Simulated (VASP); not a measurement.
A run of VASP 6.6.1 is set up as follows.

INCAR

```
SYSTEM = Pt
  PREC = Accurate
  ENCUT = 570
  EDIFF = 1E-6
  ISMEAR = -1
  SIGMA = 0.1
  LREAL = .FALSE.
  LASPH = .TRUE.
  NELM = 120
  ALGO = Normal
  ISIF = 2
  LWAVE = .FALSE.
  LCHARG = .FALSE.
  GGA = B5
  ALDAX = 1.0
  AGGAX = 1.0
  AGGAC = 1.0
  ALDAC = 0.0
  NBANDS = 15
  GGA_COMPAT = .FALSE.
```

KPOINTS

```
Automatic mesh
0
G
  22 22 22
  0 0 0
```

File POSCAR:

```
Pt
1.0
    0.0000000000      1.9711201617      1.9711201617
    1.9711201617      0.0000000000      1.9711201617
    1.9711201617      1.9711201617      0.0000000000
Pt
1
Direct
    0.0000000000      0.0000000000      0.0000000000
```

Potentials or basis: VASP PAW PBE potentials, release 64 (Pt_sv_GW).

The run is started by

```sh
$ cat potpaw_PBE.64/Pt_sv_GW/POTCAR > POTCAR
$ mpirun -np 1 vasp_std > vasp.out
```

Q: What does it give for the band gap on the k mesh?

A: Zero (bands 9 and 10 overlap by 2.20 eV).

Q: Estimate the pressure.

A: 20.7 GPa.

Caveat: the cell stands under pressure; the PAW data sets were made with another functional, which shifts forces and pressure a little; spin-orbit coupling is left out, which moves the levels of the heavy elements.
